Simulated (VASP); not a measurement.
Here is a VASP 6.6.1 calculation.

The input INCAR:

```
SYSTEM = GaP
PREC = Accurate ; ENCUT = 520
EDIFF = 1E-6 ; ISMEAR = -1
SIGMA = 0.03 ; LREAL = .FALSE.
LASPH = .TRUE. ; NELM = 100
ALGO = Normal ; ISIF = 2
LWAVE = .FALSE. ; LCHARG = .FALSE.
GGA = PE ; NBANDS = 16
```

Contents of KPOINTS:

```
Automatic mesh
0
G
  13 13 13
  0 0 0
```

The input POSCAR:

```
GaP
1.0
    0.0000000000      2.7802685117      2.7802685117
    2.7802685117      0.0000000000      2.7802685117
    2.7802685117      2.7802685117      0.0000000000
Ga P
1 1
Direct
    0.0000000000      0.0000000000      0.0000000000
    0.2500000000      0.2500000000      0.2500000000
```

Potentials or basis: VASP PAW PBE potentials, release 64 (Ga_d, P).

Launch:

```bash
$ cat potpaw_PBE.64/Ga_d/POTCAR potpaw_PBE.64/P/POTCAR > POTCAR
$ mpirun -np 1 vasp_std > vasp.out
```

**Question.** What does it give for the band gap on the k mesh?

**Answer.** 1.34 eV, direct.

**Question.** Estimate the pressure.

**Answer.** -2.2 GPa.

 A k mesh can miss the band edges.
